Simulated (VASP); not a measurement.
## TiAl3: vibrations by perturbation theory with PBEsol

Crystal: TiAl3.

```
Ti Al
1.0
     3.95567    0.00000    0.00000
     0.00000    3.95567    0.00000
     0.00000    0.00000    3.95567
Ti Al
1 3
Direct
  0.00000 0.00000 0.00000
  0.00000 0.50000 0.50000
  0.50000 0.00000 0.50000
  0.50000 0.50000 0.00000
```

```yaml
Program: VASP 6.6.1
Task: vibrations by perturbation theory
Functional: PBEsol
Potentials_or_basis: VASP PAW PBE potentials, release 64 (Ti_sv, Al)
Cutoff: 520 eV
k_mesh: 6 × 6 × 6
Occupations: fermi-dirac, width 0.05 eV
Spin: no spin polarisation
Dipole_correction: no
Further_INCAR_settings: ALGO = Normal; EDIFF = 1e-08; NBANDS = 18; IBRION = 8; NSW = 1
```

```json
{
  "Highest phonon frequency at Γ": "353 cm⁻¹"
}
```

Phonon frequencies in cm⁻¹ (negative: imaginary):
```csv
q point,frequencies
"(0.000, 0.000, 0.000)",0 0 0 262 262 262 279 279 279 353 353 353
```

Wall time 6.3 min on 1 thread of Intel Xeon 8259CL, with other jobs on the host, peak memory 0.33 GiB.
